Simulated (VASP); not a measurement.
# BaS (R3m) in VASP: further runs

The runs below take BaS through single point, with PBE, r2SCAN.

Everything below comes from runs of VASP 6.6.1. Logs are shortened: lines on timing, memory, paths and dates and some standing lists are left out, and cuts for length are marked.

## (1) The cell of the first run

Symmetry: R3m, No. 160, trigonal system. Conventional cell: a = 5.264 Å, b = 5.264 Å, c = 11.062 Å, α = 90.00°, β = 90.00°, γ = 120.00°. Within 4.0 Å of Ba (site symmetry 3m) lie 4 S at 3.03 to 3.11 Å. Within 4.0 Å of S (site symmetry 3m) lie 4 Ba at 3.03 to 3.11 Å.

## (2) Single point, PBE (epitaxial 111 strain +5.8%)

Contents of INCAR:

```
  PREC = Accurate
  ENCUT = 520
  EDIFF = 1E-6
  ISMEAR = -1
  SIGMA = 0.02
  LREAL = False
  LASPH = True
  NELM = 80
  ALGO = Normal
  ISIF = 2
  LWAVE = False
  LCHARG = False
  GGA = PE
  NBANDS = 15
```

Contents of KPOINTS:

```
regular mesh
0
Gamma
  6 6 6
```

Contents of POSCAR:

```
BaS
1.0
   -0.3526282156      3.3695016733      3.3695016733
    3.3695016733     -0.3526282156      3.3695016733
    3.3695016733      3.3695016733     -0.3526282156
Ba S
1 1
Direct
   -0.0121363184     -0.0121363184     -0.0121363184
    0.2621363184      0.2621363184      0.2621363184
```

Potentials or basis: VASP PAW PBE potentials, release 64 (Ba_sv, S).

On the command line:

```bash
$ cat potpaw_PBE.64/Ba_sv/POTCAR potpaw_PBE.64/S/POTCAR > POTCAR
$ mpirun -np 1 vasp_std > vasp.out
```

OUTCAR:

```text
PREC = Accurate
   ENCUT = 520
   EDIFF = 1E-6
   ISMEAR = -1
   LREAL = False
   LASPH = True
   NELM = 80
   ISIF = 2
   GGA = PE

 ion  position               nearest neighbor table
   1  0.988  0.988  0.988-   2 3.03   2 3.11   2 3.11   2 3.11
   2  0.262  0.262  0.262-   1 3.03   1 3.11   1 3.11   1 3.11

  LATTYP: Found a trigonal (rhomboedric) cell.
 ALAT       =     4.7782245355
 COS(alpha) =     0.3931938961

  Lattice vectors:

 A1 = (  -0.3526282156,   3.3695016733,   3.3695016733)
 A2 = (   3.3695016733,  -0.3526282156,   3.3695016733)
 A3 = (   3.3695016733,   3.3695016733,  -0.3526282156)

Analysis of symmetry for initial positions (statically):
=====================================================================
 Subroutine PRICEL returns:
 Original cell was already a primitive cell.

 Routine SETGRP: Setting up the symmetry group for a
 trigonal (rhombohedral) supercell.

 Subroutine GETGRP returns: Found  6 space group operations
 (whereof  6 operations were pure point group operations)
 out of a pool of 12 trial point group operations.

The static configuration has the point symmetry C_3v.

Analysis of symmetry for dynamics (positions and initial velocities):
=====================================================================
 Subroutine PRICEL returns:
 Original cell was already a primitive cell.

 Routine SETGRP: Setting up the symmetry group for a
 trigonal (rhombohedral) supercell.

 Subroutine GETGRP returns: Found  6 space group operations
 (whereof  6 operations were pure point group operations)
 out of a pool of 12 trial point group operations.

The dynamic configuration has the point symmetry C_3v.

 Subroutine INISYM returns: Found  6 space group operations
 (whereof  6 operations are pure point group operations),
 and found     1 'primitive' translations

----------------------------------------------------------------------------------------

                                     Primitive cell

  volume of cell :      88.4784

  direct lattice vectors                    reciprocal lattice vectors
    -0.352628216  3.369501673  3.369501673    -0.126914471  0.141748910  0.141748910
     3.369501673 -0.352628216  3.369501673     0.141748910 -0.126914471  0.141748910
     3.369501673  3.369501673 -0.352628216     0.141748910  0.141748910 -0.126914471

  length of vectors
     4.778224535  4.778224535  4.778224535     0.237261016  0.237261016  0.237261016

  position of ions in fractional coordinates (direct lattice)
     0.987863682  0.987863682  0.987863682
     0.262136318  0.262136318  0.262136318

  ion indices of the primitive-cell ions
   primitive index   ion index
                 1           1
                 2           2

----------------------------------------------------------------------------------------

 KPOINTS: regular mesh

Automatic generation of k-mesh.
 Grid dimensions read from file:
 generate k-points for:    6    6    6

 Generating k-lattice:

  Cartesian coordinates                     Fractional coordinates (reciprocal lattice)
    -0.021152412  0.023624818  0.023624818     0.166666667  0.000000000 -0.000000000
     0.023624818 -0.021152412  0.023624818     0.000000000  0.166666667 -0.000000000
     0.023624818  0.023624818 -0.021152412     0.000000000  0.000000000  0.166666667

  Length of vectors
     0.039543503  0.039543503  0.039543503

  Shift w.r.t. Gamma in fractional coordinates (k-lattice)
     0.000000000  0.000000000  0.000000000

 Subroutine IBZKPT returns following result:
 ===========================================

 Found     32 irreducible k-points:

 Following reciprocal coordinates:
            Coordinates               Weight
  0.000000  0.000000  0.000000      1.000000
  0.166667  0.000000  0.000000      6.000000
  0.333333  0.000000 -0.000000      6.000000
  0.500000  0.000000 -0.000000      3.000000
  0.166667  0.166667  0.000000      6.000000
  0.333333  0.166667 -0.000000     12.000000
[... 16 lines left out ...]
  0.500000  0.500000  0.166667      6.000000
 -0.333333  0.500000  0.166667     12.000000
 [... further k-points ...]
   k-points           NKPTS =     32   k-points in BZ     NKDIM =     32   number of bands    NBANDS=     15
   number of dos      NEDOS =    301   number of ions     NIONS =      2
   total plane-waves  NPLWV =  46656
   dimension x,y,z NGX =    36 NGY =   36 NGZ =   36
   dimension x,y,z NGXF=    72 NGYF=   72 NGZF=   72
   ions per type =               1   1
   NGX,Y,Z   is equivalent  to a cutoff of  12.53, 12.53, 12.53 a.u.
   NGXF,Y,Z  is equivalent  to a cutoff of  25.05, 25.05, 25.05 a.u.
 SYSTEM =  unknown system
   PREC   = accura    normal or accurate (medium, high low for compatibility)
   ISTART =      0    job   : 0-new  1-cont  2-samecut
   ICHARG =      2    charge: 1-file 2-atom 10-const
   ISPIN  =      1    spin polarized calculation?
   LNONCOLLINEAR =      F non collinear calculations
   LSORBIT =      F    spin-orbit coupling
   LASPH  =      T    aspherical Exc in radial PAW
   ENCUT  =  520.0 eV  38.22 Ry    6.18 a.u.   8.88  8.88  8.88*2*pi/ulx,y,z
   NELM   =     80;   NELMIN=  2; NELMDL= -5     # of ELM steps
   EDIFF  = 0.1E-05   stopping-criterion for ELM
   LREAL  =      F    real-space projection
   EDIFFG = 0.1E-04   stopping-criterion for IOM
   NSW    =      0    number of steps for IOM
   IBRION =     -1    ionic relax: 0-MD 1-quasi-New 2-CG
   NFREE  =      0    steps in history (QN), initial steepest desc. (CG)
   ISIF   =      2    stress and relaxation
   ISYM   =      2    0-nonsym 1-usesym 2-fastsym
   POTIM  = 0.5000    time-step for ionic-motion
   TEBEG  =    0.0;   TEEND  =   0.0 temperature during run
   PSTRESS=    0.0 pullay stress
   NELECT =      16.0000    total number of electrons
   NUPDOWN=      -1.0000    fix difference up-down
   EMIN   =  10.00;   EMAX   =-10.00  energy-range for DOS
   EFERMI =   0.00;   METHOD = LEGACY
   ISMEAR =    -1;   SIGMA  =   0.02  broadening in eV -4-tet -1-fermi 0-gaus
   EFERMI_NEDOS =   21; number of points for ismear=-14 and -15
   IALGO  =     38    algorithm
   IMIX   =      4    mixing-type and parameters
     AMIX     =   0.40;   BMIX     =  1.00
     AMIX_MAG =   1.60;   BMIX_MAG =  1.00
  volume/ion in A,a.u.               =      44.24       298.54
  Fermi-wavevector in a.u.,A,eV,Ry     =   0.925768  1.749449 11.660833  0.857047
  Thomas-Fermi vector in A             =   2.051658
   LORBIT       =      0    0 simple, 1 ext, 2 COOP (PROOUT), +10 PAW based schemes
   GGA     = PE    functional components
   LHFCALC =     F    Hartree Fock is set to
   AEXX    =    0.0000 exact exchange contribution
   IVDW    =     0    specifies the selected vdW correction
   LEPSILON=     F    determine dielectric tensor
   LRPA    =     F    only Hartree local field effects (RPA)
 non-spin polarized calculation
  energy-cutoff  :      520.00
  volume of cell :       88.48
 maximum number of plane-waves:      2396
   NGX = 17   NGY = 17   NGZ = 17

 number of electron      16.0000001 magnetization

 Free energy of the ion-electron system (eV)
  ---------------------------------------------------
  ext. energy  EPLUGINS =         0.00000000
  ---------------------------------------------------
  free energy    TOTEN  =        -9.68212712 eV

  energy without entropy =       -9.68212712  energy(sigma->0) =       -9.68212712

 E-fermi :   0.2432     XC(G=0):  -7.1550

 val. band max:       -0.1994849760   @ k =  -0.3333   0.5000   0.1667
 cond. band min:       2.4692272693   @ k =   0.0000   0.0000   0.0000
 fundamental gap:      2.6687122453
 Fermi energy:         0.2431877869

 k-point     1 :       0.0000    0.0000    0.0000
  band No.  band energies     occupation
      1     -26.4552      2.00000
      2     -11.6503      2.00000
      3     -11.6112      2.00000
      4     -11.6112      2.00000
      5     -10.0351      2.00000
      6      -0.8822      2.00000
      7      -0.8822      2.00000
      8      -0.5406      2.00000
      9       2.4692      0.00000
     10       4.7097      0.00000
     11       4.7097      0.00000
     12       6.2719      0.00000
     13       6.8300      0.00000
     14       6.8300      0.00000
     15       8.6157      0.00000

 k-point     2 :       0.1667    0.0000    0.0000
  band No.  band energies     occupation
      1     -26.4522      2.00000
      2     -11.8033      2.00000
      3     -11.6248      2.00000
      4     -11.6155      2.00000
      5      -9.8671      2.00000
      6      -0.9523      2.00000
      7      -0.7915      2.00000
      8      -0.5278      2.00000
      9       3.0046      0.00000
     10       4.4247      0.00000
     11       4.7001      0.00000
     12       6.2750      0.00000
     13       6.7080      0.00000
     14       6.7589      0.00000
     15       7.8442      0.00000

 k-point     3 :       0.3333    0.0000   -0.0000
  band No.  band energies     occupation
      1     -26.4463      2.00000
      2     -12.0572      2.00000
      3     -11.6379      2.00000
      4     -11.6238      2.00000
      5      -9.6012      2.00000
      6      -0.9833      2.00000
      7      -0.6039      2.00000
      8      -0.4913      2.00000
      9       3.9059      0.00000
     10       4.1470      0.00000
     11       4.9085      0.00000
     12       5.6454      0.00000
     13       6.0730      0.00000
     14       6.7134      0.00000
     15       7.5473      0.00000
[... 343 lines left out ...]
 k-point    23 :       0.5000    0.5000    0.1667
  band No.  band energies     occupation
      1     -26.4355      2.00000
      2     -12.1774      2.00000
      3     -11.7090      2.00000
      4     -11.7052      2.00000
      5      -9.4448      2.00000
      6      -1.0887      2.00000
      7      -0.3977      2.00000
      8      -0.3654      2.00000
      9       3.4235      0.00000
     10       4.4815      0.00000
     11       5.5258      0.00000
     12       6.1259      0.00000
     13       6.4494      0.00000
     14       7.2712      0.00000
     15       8.8169      0.00000

 k-point    24 :      -0.3333    0.5000    0.1667
  band No.  band energies     occupation
      1     -26.4361      2.00000
      2     -12.1912      2.00000
      3     -11.7376      2.00000
      4     -11.6995      2.00000
      5      -9.3744      2.00000
      6      -0.9958      2.00000
      7      -0.5335      2.00000
      8      -0.1995      2.00000
      9       3.1996      0.00000
     10       4.0996      0.00000
     11       5.6626      0.00000
     12       5.9979      0.00000
     13       6.8212      0.00000
     14       7.9781      0.00000
     15       8.1998      0.00000

 [... further k-points ...]
[... 5 lines left out ...]
  --------------------------------------------------------------------------------------
  -------------------------------------------------------------------------------------
  Total       -0.3661390     -0.3661390     -0.3661390      0.3072764      0.3072764      0.3072764
  in kB       -6.6300854     -6.6300854     -6.6300854      5.5641941      5.5641941      5.5641941
  external PRESSURE =      -6.6300854 kB  Pullay stress =       0.0000000 kB

 VOLUME and BASIS-vectors are now :
 -----------------------------------------------------------------------------
  energy-cutoff  :      520.00
  volume of cell :       88.48
      direct lattice vectors                 reciprocal lattice vectors
    -0.352628216  3.369501673  3.369501673    -0.126914471  0.141748910  0.141748910
     3.369501673 -0.352628216  3.369501673     0.141748910 -0.126914471  0.141748910
     3.369501673  3.369501673 -0.352628216     0.141748910  0.141748910 -0.126914471

 POSITION                                       TOTAL-FORCE (eV/Angst)
 -----------------------------------------------------------------------------------
      6.30887      6.30887      6.30887         0.003832      0.003832      0.003832
      1.67410      1.67410      1.67410        -0.003832     -0.003832     -0.003832
 -----------------------------------------------------------------------------------
    total drift:                                0.000070      0.000070      0.000071

  FREE ENERGIE OF THE ION-ELECTRON SYSTEM (eV)
  ---------------------------------------------------
  free  energy   TOTEN  =        -9.6821271246 eV

  energy  without entropy=       -9.6821271246  energy(sigma->0) =       -9.68212712
```

It took 36 s on 1 thread of Intel Xeon Platinum 8488C (Sapphire Rapids), shared host; peak memory 0.22 GiB.

Results:

- Free energy: -9.6821 eV
- Pressure: -0.7 GPa
- Largest force: 0.007 eV/Å
- Band gap on the k mesh: 2.67 eV, indirect (least direct gap 3.01 eV)

Forces on the atoms (eV/Å):
```
Ba   0.004  0.004  0.004
S   -0.004 -0.004 -0.004
```

Caveat: the cell differs from its parent crystal (epitaxial 111 strain +5.8%); spin-orbit coupling is left out, which moves the levels of the heavy elements.

## (3) Single point, r2SCAN (epitaxial 111 strain +5.8%)

POSCAR is that of step 2.

Contents of INCAR.step1:

```
SYSTEM = BaS
PREC     = Accurate       ! precision mode
ENCUT    = 520            ! plane-wave cutoff, eV
ISMEAR   = 0              ! smearing method
SIGMA    = 0.01           ! smearing width, eV
LREAL    = .FALSE.        ! projectors in reciprocal space
LASPH    = .TRUE.         ! aspherical terms in the spheres
NELM     = 100            ! most SCF steps
NBANDS   = 15             ! bands
GGA      = PE             ! functional
ALGO     = Normal         ! electronic algorithm
EDIFF    = 1E-4           ! SCF threshold, eV
LWAVE    = .TRUE.         ! write WAVECAR
LCHARG   = .FALSE.        ! write CHGCAR
```

Contents of INCAR.step2:

```
SYSTEM = BaS
PREC     = Accurate       ! precision mode
ENCUT    = 520            ! plane-wave cutoff, eV
EDIFF    = 1E-6           ! SCF threshold, eV
ISMEAR   = 0              ! smearing method
SIGMA    = 0.01           ! smearing width, eV
LREAL    = .FALSE.        ! projectors in reciprocal space
LASPH    = .TRUE.         ! aspherical terms in the spheres
NELM     = 100            ! most SCF steps
ALGO     = Normal         ! electronic algorithm
ISIF     = 2              ! what is computed and relaxed
LWAVE    = .FALSE.        ! write WAVECAR
LCHARG   = .FALSE.        ! write CHGCAR
METAGGA  = R2SCAN         ! meta-GGA
LMIXTAU  = .TRUE.       
NBANDS   = 15             ! bands
ISTART   = 1
```

Contents of KPOINTS:

```
Automatic mesh
0
G
  6 6 6
  0 0 0
```

Potentials or basis: VASP PAW PBE potentials, release 64 (Ba_sv, S).

On the command line:

```bash
$ cat potpaw_PBE.64/Ba_sv/POTCAR potpaw_PBE.64/S/POTCAR > POTCAR
$ cp INCAR.step1 INCAR
$ mpirun -np 1 vasp_std > vasp.out
$ cp INCAR.step2 INCAR
$ mpirun -np 1 vasp_std > vasp.out
```

It took 100 s on 1 thread of Intel Xeon Platinum 8488C (Sapphire Rapids), shared host; peak memory 0.24 GiB.

It converged, with:

* Free energy: -38.5699 eV
* Pressure: -0.7 GPa
* Largest force: 0.028 eV/Å
* Band gap on the k mesh: 3.01 eV, indirect (least direct gap 3.35 eV)

Forces on the atoms (eV/Å):
```
Ba  -0.016 -0.016 -0.016
S    0.016  0.016  0.016
```

Stress tensor (GPa, compression positive):
```
-0.72  0.55  0.55
 0.55 -0.72  0.55
 0.55  0.55 -0.72
```

Levels at points of the mesh, in eV from the valence-band top:
| k point | band 4 | band 5 | band 6 | band 7 | band 8 | band 9 | band 10 | band 11 | band 12 | band 13 |
| --- | --- | --- | --- | --- | --- | --- | --- | --- | --- | --- |
| (0.00, 0.00, 0.00) | -11.74 | -10.27 | -0.69 | -0.69 | -0.34 | 3.01 | 5.40 | 5.40 | 6.98 | 7.55 |
| (0.50, 0.00, 0.00) | -11.76 | -9.67 | -0.74 | -0.30 | -0.28 | 4.62 | 4.77 | 5.53 | 6.32 | 6.78 |
| (0.50, 0.50, 0.00) | -11.81 | -9.56 | -1.02 | -0.08 | -0.05 | 3.73 | 4.94 | 6.47 | 6.76 | 7.08 |
| (0.50, 0.50, 0.50) | -11.80 | -9.87 | -0.53 | -0.53 | -0.38 | 4.68 | 5.79 | 5.79 | 5.99 | 7.24 |

Caveat: the cell differs from its parent crystal (epitaxial 111 strain +5.8%); the PAW data sets were made with another functional, which shifts forces and pressure a little; spin-orbit coupling is left out, which moves the levels of the heavy elements. A k mesh can miss the band edges.
